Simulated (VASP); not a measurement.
# V (Im-3m) in VASP: single point with PBE

Aim: the single point of V with PBE.

Program: VASP 6.6.1. These are calculated values, not measurements. Logs are shortened: lines on timing, memory, paths and dates and some standing lists are left out, and cuts for length are marked.

### Step 1. The cell of the first run

It takes space group Im-3m (No. 229, cubic). The conventional cell has a = 3.027 Å, b = 3.027 Å, c = 3.027 Å, α = 90.00°, β = 90.00°, γ = 90.00°. V (site symmetry m-3m) has 14 V at 2.62 to 3.03 Å within 3.5 Å.

### Step 2. Single point, PBE, collinear spin, ferromagnetic start

Contents of INCAR:

```
SYSTEM = V
  ALGO = Normal
  EDIFF = 1E-6
  ENCUT = 520
  GGA = PE
  ISIF = 2
  ISMEAR = 0
  ISPIN = 2
  LASPH = .TRUE.
  LCHARG = .FALSE.
  LMAXMIX = 4
  LORBIT = 11
  LREAL = .FALSE.
  LWAVE = .FALSE.
  MAGMOM = 2 2
  NBANDS = 24
  NELM = 150
  PREC = Accurate
  SIGMA = 0.1
```

Contents of KPOINTS:

```
k-points
0
G
  8 8 8
  0 0 0
```

Contents of POSCAR:

```
V
1.0
    3.0273000000      0.0000000000      0.0000000000
    0.0000000000      3.0273000000      0.0000000000
    0.0000000000      0.0000000000      3.0273000000
V
2
Direct
    0.0000000000      0.0000000000      0.0000000000
    0.5000000000      0.5000000000      0.5000000000
```

Potentials or basis: VASP PAW PBE potentials, release 64 (V_sv).

The run is started by

```
$ cat potpaw_PBE.64/V_sv/POTCAR > POTCAR
$ mpirun -np 1 vasp_std > vasp.out
```

OUTCAR:

```text
SYSTEM = V
   EDIFF = 1E-6
   ENCUT = 520
   GGA = PE
   ISIF = 2
   ISMEAR = 0
   ISPIN = 2
   LASPH = .TRUE.
   LORBIT = 11
   LREAL = .FALSE.
   NELM = 150
   PREC = Accurate

 ion  position               nearest neighbor table
   1  0.000  0.000  0.000-   2 2.62   2 2.62   2 2.62   2 2.62   2 2.62   2 2.62   2 2.62   2 2.62

   2  0.500  0.500  0.500-   1 2.62   1 2.62   1 2.62   1 2.62   1 2.62   1 2.62   1 2.62   1 2.62

  LATTYP: Found a simple cubic cell.
 ALAT       =     3.0273000000

  Lattice vectors:

 A1 = (   3.0273000000,   0.0000000000,   0.0000000000)
 A2 = (   0.0000000000,   3.0273000000,   0.0000000000)
 A3 = (   0.0000000000,   0.0000000000,   3.0273000000)

Analysis of symmetry for initial positions (statically):
=====================================================================
 Subroutine PRICEL returns following result:

  LATTYP: Found a body centered cubic cell.
 ALAT       =     3.0273000000

  Lattice vectors:

 A1 = (   1.5136500000,   1.5136500000,  -1.5136500000)
 A2 = (  -1.5136500000,   1.5136500000,   1.5136500000)
 A3 = (   1.5136500000,  -1.5136500000,   1.5136500000)

   2 primitive cells build up your supercell.

 Routine SETGRP: Setting up the symmetry group for a
 simple cubic supercell.

 Subroutine GETGRP returns: Found 48 space group operations
 (whereof 48 operations were pure point group operations)
 out of a pool of 48 trial point group operations.

The static configuration has the point symmetry O_h .

Analysis of symmetry for dynamics (positions and initial velocities):
=====================================================================
 Subroutine PRICEL returns following result:

  LATTYP: Found a body centered cubic cell.
 ALAT       =     3.0273000000

  Lattice vectors:

 A1 = (   1.5136500000,   1.5136500000,  -1.5136500000)
 A2 = (  -1.5136500000,   1.5136500000,   1.5136500000)
 A3 = (   1.5136500000,  -1.5136500000,   1.5136500000)

   2 primitive cells build up your supercell.

 Routine SETGRP: Setting up the symmetry group for a
 simple cubic supercell.

 Subroutine GETGRP returns: Found 48 space group operations
 (whereof 48 operations were pure point group operations)
 out of a pool of 48 trial point group operations.

The dynamic configuration has the point symmetry O_h .

Analysis of structural, dynamic, and magnetic symmetry:
=====================================================================
 Subroutine PRICEL returns following result:

  LATTYP: Found a body centered cubic cell.
 ALAT       =     3.0273000000

  Lattice vectors:

 A1 = (   1.5136500000,   1.5136500000,  -1.5136500000)
 A2 = (  -1.5136500000,   1.5136500000,   1.5136500000)
 A3 = (   1.5136500000,  -1.5136500000,   1.5136500000)

   2 primitive cells build up your supercell.

 Routine SETGRP: Setting up the symmetry group for a
 simple cubic supercell.

 Subroutine GETGRP returns: Found 48 space group operations
 (whereof 48 operations were pure point group operations)
 out of a pool of 48 trial point group operations.

The overall configuration has the point symmetry O_h .

 Subroutine INISYM returns: Found 48 space group operations
 (whereof 48 operations are pure point group operations),
 and found     2 'primitive' translations

----------------------------------------------------------------------------------------

                                     Primitive cell

  volume of cell :      13.8719

  direct lattice vectors                    reciprocal lattice vectors
     1.513650000  1.513650000 -1.513650000     0.330327354  0.330327354  0.000000000
    -1.513650000  1.513650000  1.513650000    -0.000000000  0.330327354  0.330327354
     1.513650000 -1.513650000  1.513650000     0.330327354  0.000000000  0.330327354

  length of vectors
     2.621718705  2.621718705  2.621718705     0.467153425  0.467153425  0.467153425

  position of ions in fractional coordinates (direct lattice)
     0.000000000  0.000000000  0.000000000

  ion indices of the primitive-cell ions
   primitive index   ion index
                 1           1

----------------------------------------------------------------------------------------

 KPOINTS: k-points

Automatic generation of k-mesh.
 Grid dimensions read from file:
 generate k-points for:    8    8    8

 Generating k-lattice:

  Cartesian coordinates                     Fractional coordinates (reciprocal lattice)
     0.041290919  0.000000000  0.000000000     0.125000000  0.000000000  0.000000000
     0.000000000  0.041290919  0.000000000     0.000000000  0.125000000  0.000000000
     0.000000000  0.000000000  0.041290919     0.000000000  0.000000000  0.125000000

  Length of vectors
     0.041290919  0.041290919  0.041290919

  Shift w.r.t. Gamma in fractional coordinates (k-lattice)
     0.000000000  0.000000000  0.000000000

 Subroutine IBZKPT returns following result:
 ===========================================

 Found     35 irreducible k-points:

 Following reciprocal coordinates:
            Coordinates               Weight
  0.000000  0.000000  0.000000      1.000000
  0.125000  0.000000  0.000000      6.000000
  0.250000  0.000000  0.000000      6.000000
  0.375000  0.000000  0.000000      6.000000
  0.500000  0.000000  0.000000      3.000000
  0.125000  0.125000  0.000000     12.000000
[... 16 lines left out ...]
  0.375000  0.375000  0.125000     24.000000
  0.500000  0.375000  0.125000     24.000000
 [... further k-points ...]
   k-points           NKPTS =     35   k-points in BZ     NKDIM =     35   number of bands    NBANDS=     24
   number of dos      NEDOS =    301   number of ions     NIONS =      2
   total plane-waves  NPLWV =  13824
   dimension x,y,z NGX =    24 NGY =   24 NGZ =   24
   dimension x,y,z NGXF=    48 NGYF=   48 NGZF=   48
   ions per type =               2
   NGX,Y,Z   is equivalent  to a cutoff of  13.18, 13.18, 13.18 a.u.
   NGXF,Y,Z  is equivalent  to a cutoff of  26.36, 26.36, 26.36 a.u.
 SYSTEM =  V
   PREC   = accura    normal or accurate (medium, high low for compatibility)
   ISTART =      0    job   : 0-new  1-cont  2-samecut
   ICHARG =      2    charge: 1-file 2-atom 10-const
   ISPIN  =      2    spin polarized calculation?
   LNONCOLLINEAR =      F non collinear calculations
   LSORBIT =      F    spin-orbit coupling
   LASPH  =      T    aspherical Exc in radial PAW
   ENCUT  =  520.0 eV  38.22 Ry    6.18 a.u.   5.63  5.63  5.63*2*pi/ulx,y,z
   NELM   =    150;   NELMIN=  2; NELMDL= -5     # of ELM steps
   EDIFF  = 0.1E-05   stopping-criterion for ELM
   LREAL  =      F    real-space projection
   EDIFFG = 0.1E-04   stopping-criterion for IOM
   NSW    =      0    number of steps for IOM
   IBRION =     -1    ionic relax: 0-MD 1-quasi-New 2-CG
   NFREE  =      0    steps in history (QN), initial steepest desc. (CG)
   ISIF   =      2    stress and relaxation
   ISYM   =      2    0-nonsym 1-usesym 2-fastsym
   POTIM  = 0.5000    time-step for ionic-motion
   TEBEG  =    0.0;   TEEND  =   0.0 temperature during run
   PSTRESS=    0.0 pullay stress
   NELECT =      26.0000    total number of electrons
   NUPDOWN=      -1.0000    fix difference up-down
   EMIN   =  10.00;   EMAX   =-10.00  energy-range for DOS
   EFERMI =   0.00;   METHOD = LEGACY
   ISMEAR =     0;   SIGMA  =   0.10  broadening in eV -4-tet -1-fermi 0-gaus
   EFERMI_NEDOS =   21; number of points for ismear=-14 and -15
   IALGO  =     38    algorithm
   IMIX   =      4    mixing-type and parameters
     AMIX     =   0.40;   BMIX     =  1.00
     AMIX_MAG =   1.60;   BMIX_MAG =  1.00
  volume/ion in A,a.u.               =      13.87        93.61
  Fermi-wavevector in a.u.,A,eV,Ry     =   1.602054  3.027443 34.920401  2.566577
  Thomas-Fermi vector in A             =   2.698935
   LORBIT       =     11    0 simple, 1 ext, 2 COOP (PROOUT), +10 PAW based schemes
   GGA     = PE    functional components
   LHFCALC =     F    Hartree Fock is set to
   AEXX    =    0.0000 exact exchange contribution
   IVDW    =     0    specifies the selected vdW correction
   LEPSILON=     F    determine dielectric tensor
   LRPA    =     F    only Hartree local field effects (RPA)
 spin polarized calculation
 Gauss-broadening in eV      SIGMA  =   0.10
  energy-cutoff  :      520.00
  volume of cell :       27.74
 maximum number of plane-waves:       768
 NGX is ok and might be reduce to    24
   NGX = 11   NGY = 11   NGZ = 11

 number of electron      25.9999991 magnetization      -0.0088192

 number of electron      25.9999991 magnetization       0.0004116

 Free energy of the ion-electron system (eV)
  ---------------------------------------------------
  ext. energy  EPLUGINS =         0.00000000
  ---------------------------------------------------
  free energy    TOTEN  =       -17.97674367 eV

  energy without entropy =      -17.95334741  energy(sigma->0) =      -17.96504554

 E-fermi :   9.3491     XC(G=0): -12.7461

 val. band max:        9.3456139895   @ k =   0.2500   0.1250   0.0000
 cond. band min:       9.3527124212   @ k =   0.3750   0.3750   0.0000
 fundamental gap:      0.0070984317
 Fermi energy:         9.3490621213

 spin component 1

 k-point     1 :       0.0000    0.0000    0.0000
  band No.  band energies     occupation
      1     -54.4113      1.00000
      2     -54.1137      1.00000
      3     -28.3189      1.00000
      4     -28.3189      1.00000
      5     -28.3189      1.00000
      6     -27.7573      1.00000
[... 637 lines left out ...]
     23      24.3189      0.00000
     24      24.3189      0.00000

 [... further k-points ...]

 spin component 2

 k-point     1 :       0.0000    0.0000    0.0000
  band No.  band energies     occupation
      1     -54.4111      1.00000
      2     -54.1135      1.00000
      3     -28.3188      1.00000
      4     -28.3188      1.00000
      5     -28.3188      1.00000
      6     -27.7572      1.00000
[... 637 lines left out ...]
     23      24.3190      0.00000
     24      24.3190      0.00000

 [... further k-points ...]

------------------------ aborting loop because EDIFF is reached ----------------------------------------

  FORCE on cell =-STRESS in cart. coord.  units (eV):
  Direction    XX          YY          ZZ          XY          YZ          ZX
  --------------------------------------------------------------------------------------
  -------------------------------------------------------------------------------------
  Total       -0.8673569     -0.8673569     -0.8673569      0.0000000      0.0000000      0.0000000
  in kB      -50.0889637    -50.0889637    -50.0889637      0.0000000      0.0000000      0.0000000
  external PRESSURE =     -50.0889637 kB  Pullay stress =       0.0000000 kB

 VOLUME and BASIS-vectors are now :
 -----------------------------------------------------------------------------
  energy-cutoff  :      520.00
  volume of cell :       27.74
      direct lattice vectors                 reciprocal lattice vectors
     3.027300000  0.000000000  0.000000000     0.330327354  0.000000000  0.000000000
     0.000000000  3.027300000  0.000000000     0.000000000  0.330327354  0.000000000
     0.000000000  0.000000000  3.027300000     0.000000000  0.000000000  0.330327354

 POSITION                                       TOTAL-FORCE (eV/Angst)
 -----------------------------------------------------------------------------------
      0.00000      0.00000      0.00000        -0.000000     -0.000000     -0.000000
      1.51365      1.51365      1.51365         0.000000      0.000000      0.000000
 -----------------------------------------------------------------------------------
    total drift:                                0.000000      0.000000     -0.000000

  FREE ENERGIE OF THE ION-ELECTRON SYSTEM (eV)
  ---------------------------------------------------
  free  energy   TOTEN  =       -17.9767436723 eV

  energy  without entropy=      -17.9533474088  energy(sigma->0) =      -17.96504554

 total charge

# of ion       s       p       d       tot
------------------------------------------
    1        2.332   6.213   3.056  11.601
    2        2.332   6.213   3.056  11.601
--------------------------------------------------
tot          4.665  12.425   6.113  23.203

 magnetization (x)

# of ion       s       p       d       tot
------------------------------------------
    1        0.000   0.000   0.000   0.000
    2        0.000   0.000   0.000   0.000
--------------------------------------------------
tot          0.000   0.000   0.000   0.000
```

It took 47 s on 1 thread of Intel Xeon 8259CL, shared host; peak memory 0.16 GiB.

Results:

```
Free energy                                           : -17.9767 eV
Pressure                                              : -5.0 GPa
Band gap on the k mesh                                : zero (filled and empty bands overlap)
Net moment                                            : 0.00 μB per cell
Valence electrons inside the program's atomic spheres : V 11.60
```

Caveat: the cell stands under tension; the moments typed at the start vanished in this run.
